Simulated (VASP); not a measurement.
A run of VASP 6.6.1 is set up as follows.

POSCAR

```
Cu
1.0
   -1.3796711122      1.3796711122      1.3760814500
    1.3796711122     -1.3796711122      1.3760814500
    1.5059155278      1.5059155278     -1.3760814500
Cu
1
Direct
    0.0000000000      0.0000000000      0.0000000000
```

INCAR.step1

```
SYSTEM = Cu
PREC     = Accurate       ! precision mode
ENCUT    = 520            ! plane-wave cutoff, eV
ISMEAR   = 0              ! smearing method
SIGMA    = 0.15           ! smearing width, eV
LREAL    = .False.        ! projectors in reciprocal space
LASPH    = .True.         ! aspherical terms in the spheres
NELM     = 60             ! most SCF steps
NBANDS   = 12             ! bands
GGA      = PE             ! functional
ALGO     = Normal         ! electronic algorithm
EDIFF    = 1E-4           ! SCF threshold, eV
LWAVE    = .True.         ! write WAVECAR
LCHARG   = .False.        ! write CHGCAR
```

INCAR.step2

```
SYSTEM = Cu
PREC     = Accurate       ! precision mode
ENCUT    = 520            ! plane-wave cutoff, eV
EDIFF    = 1E-7           ! SCF threshold, eV
ISMEAR   = 0              ! smearing method
SIGMA    = 0.15           ! smearing width, eV
LREAL    = .False.        ! projectors in reciprocal space
LASPH    = .True.         ! aspherical terms in the spheres
NELM     = 60             ! most SCF steps
ALGO     = Normal         ! electronic algorithm
ISIF     = 2              ! what is computed and relaxed
LWAVE    = .False.        ! write WAVECAR
LCHARG   = .True.         ! write CHGCAR
METAGGA  = R2SCAN         ! meta-GGA
LMIXTAU  = .True.       
LELF     = .True.         ! ELF
LVHAR    = .True.       
NBANDS   = 12             ! bands
ISTART   = 1
```

The input KPOINTS:

```
Automatic mesh
0
Gamma
  24 24 24
  0 0 0
```

Potentials or basis: VASP PAW PBE potentials, release 64 (Cu).

Command:

```bash
$ cat potpaw_PBE.64/Cu/POTCAR > POTCAR
$ cp INCAR.step1 INCAR
$ mpirun -np 1 vasp_std > vasp.out
$ cp INCAR.step2 INCAR
$ mpirun -np 1 vasp_std > vasp.out
```

(1) Predict the pressure.

Answers

(1) 2.6 GPa.

Caveat: the cell differs from its parent crystal (strain +0.0875 x Voigt [0, 0, 0, 0, 0, 1]); the PAW data sets were made with another functional, which shifts forces and pressure a little.
